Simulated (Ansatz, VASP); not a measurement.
## Two plane-wave programs on Mg3Sb2

```
CELL_PARAMETERS angstrom
4.56916 0.00000 0.00000
-2.28458 3.95701 0.00000
0.00000 0.00000 7.24042
ATOMIC_POSITIONS crystal
Mg 0.33333 0.66667 0.63366
Mg 0.66667 0.33333 0.36634
Mg 0.00000 0.00000 0.00000
Sb 0.33333 0.66667 0.22874
Sb 0.66667 0.33333 0.77126
```

Alike in both runs: task single point; functional r2SCAN; k mesh 6 × 6 × 4; occupations gaussian, width 0.02 eV; no spin polarisation.

|  | VASP | Ansatz |
| --- | --- | --- |
| version | VASP 6.6.1 | Ansatz 0.2.0 |
| potentials or method | VASP PAW PBE potentials, release 64 (Mg, Sb), cutoff 660 eV | scalar-relativistic, plane waves, PAW |
| valence electrons in the cell | 16 | 60 |

```tsv
	VASP	Ansatz	Ansatz less VASP
gap on the k mesh at the Fermi level (eV)	0.56	0.60	+0.038
least direct gap on the mesh (eV)	1.75	1.77	+0.028
```

VASP's potentials were made for PBE, not for r2SCAN. With one functional, cell and mesh, what is left measures potentials, basis and numerics. VASP's potentials hold 16 valence electrons a cell and Ansatz's 60, so a difference there can come from the potentials and not from the codes.

Neither program's run includes spin-orbit coupling.
